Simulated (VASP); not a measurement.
BaTiO3: single point with LDA

BaTiO3:

```
Ba Ti O
1.0
     3.94330    0.00000    0.00000
     0.00000    3.94330    0.00000
     0.00000    0.00000    3.92836
Ba Ti O
1 1 3
Cartesian
  0.0000 0.0000 0.0000
  1.9717 1.9717 1.9642
  1.9717 1.9717 0.0000
  1.9717 0.0000 1.9642
  0.0000 1.9717 1.9642
```

```yaml
Program: VASP 6.6.1
Task: single point
Functional: LDA
Potentials_or_basis: VASP PAW LDA potentials, release 64 (Ba_sv, Ti_sv, O_h)
Cutoff: 1340 eV
k_mesh: 8 × 8 × 8
Occupations: gaussian, width 0.02 eV
Spin: no spin polarisation
Dipole_correction: no
Further_INCAR_settings: ALGO = Normal; EDIFF = 1e-06; NBANDS = 28
```

```yaml
Pressure: 1.7 GPa
Band_gap_on_the_k_mesh: 1.74 eV (least direct gap 1.83 eV)
```

Stress tensor (GPa, compression positive):
```
1.45 0.00 0.00
0.00 1.45 0.00
0.00 0.00 2.35
```

Levels at points of the mesh, in eV from the valence-band top:
```tsv
k point	band 16	band 17	band 18	band 19	band 20	band 21	band 22	band 23	band 24	band 25
(0.00, 0.00, 0.00)	-1.20	-1.19	-0.09	-0.09	-0.09	1.74	1.75	1.75	4.26	4.29
(0.50, 0.00, 0.00)	-2.05	-1.90	-1.90	-0.72	-0.71	1.94	3.69	3.69	4.31	6.43
(0.50, 0.50, 0.00)	-2.92	-1.70	-0.86	-0.86	-0.11	3.70	3.70	4.13	5.24	8.06
(0.00, 0.00, 0.50)	-2.04	-1.95	-1.95	-0.72	-0.72	1.93	3.73	3.73	4.28	6.45
(0.50, 0.00, 0.50)	-2.93	-1.71	-0.83	-0.82	-0.10	3.70	3.74	4.15	5.20	8.08
(0.50, 0.50, 0.50)	-2.39	-2.35	-0.01	0.00	0.00	4.44	4.46	4.46	6.87	6.89
```

Run time: 6.2 min on 1 thread of Intel(R) Xeon(R) Platinum 8259CL CPU @ 2.50GHz (Skylake/Cascade Lake) (shared host), peak memory 0.64 GiB.

Caveat: spin-orbit coupling is left out, which moves the levels of the heavy elements. A k mesh can miss the band edges.
